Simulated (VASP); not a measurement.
Wanted: the native input for a VASP 6.6.1 run.

```
Task                   : single point
Functional             : LDA
Potentials or basis    : VASP PAW LDA potentials, release 64 (Si)
Cutoff                 : 520 eV
k mesh                 : 13 × 13 × 13
Occupations            : fermi-dirac, width 0.05 eV
Spin                   : no spin polarisation
Dipole correction      : no
Further INCAR settings : ALGO = Normal; EDIFF = 1e-06; NBANDS = 8
```

The structure of Si lies in POSCAR:

```
Si
1.0
   -1.5937032655      1.5937032655      1.2933767800
    1.5937032655     -1.5937032655      1.2933767800
    1.5937032655      1.5937032655     -1.2933767800
Si
1
Direct
    0.0000000000      0.0000000000      0.0000000000
```

One way to write it, as run:

INCAR

```
SYSTEM = Si
PREC = Accurate ; ENCUT = 520
EDIFF = 1E-6 ; ISMEAR = -1
SIGMA = 0.05 ; LREAL = .False.
LASPH = .True. ; NELM = 100
ALGO = Normal ; ISIF = 2
LWAVE = .False. ; LCHARG = .False.
GGA = CA ; NBANDS = 8
```

KPOINTS

```
Automatic mesh
0
Gamma
  13 13 13
  0 0 0
```

Potentials or basis: VASP PAW LDA potentials, release 64 (Si).

Launch:

```console
$ cat potpaw_LDA.64/Si/POTCAR > POTCAR
$ mpirun -np 1 vasp_std > vasp.out
```

It gave:

```json
{
  "Pressure": "6.7 GPa",
  "Band gap on the k mesh": "zero (band 2 reaches 21.58 eV, above the bottom of band 3 at 7.63 eV)"
}
```

Wall time 17 s on 1 thread of AMD EPYC 7R43 64-Core Processor (Zen 3) (shared host), peak memory 0.09 GiB.
